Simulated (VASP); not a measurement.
Here is a VASP 6.6.1 calculation.

The input INCAR:

```
SYSTEM = CaO
PREC = Accurate
ENCUT = 520
EDIFF = 1E-8
ISMEAR = 0
SIGMA = 0.01
LREAL = .FALSE.
LASPH = .TRUE.
NELM = 100
ALGO = Normal
ISIF = 2
LWAVE = .FALSE.
LCHARG = .TRUE.
GGA = PS
IBRION = 8
NSW = 1
```

KPOINTS

```
regular mesh
0
G
  8 8 8
  0 0 0
```

The input POSCAR:

```
CaO
1.0
    2.3580845819      2.3580845819      0.0000000000
   -2.3580845819      2.3580845819      0.0000000000
    0.0000000000      2.3580845819      2.3580845819
Ca O
1 1
Direct
    0.0000000000      0.0000000000      0.0000000000
    0.5000000000      0.5000000000      0.0000000000
```

Potentials or basis: VASP PAW PBE potentials, release 64 (Ca_sv, O).

Launch:

```console
$ cat potpaw_PBE.64/Ca_sv/POTCAR potpaw_PBE.64/O/POTCAR > POTCAR
$ mpirun -np 1 vasp_std > vasp.out
```

(1) What does it give for the highest phonon frequency at Γ, LO-TO splitting left out?

## Answers

(1) 303 cm⁻¹.

Caveat: the cell stands under pressure or tension, which shifts response properties.
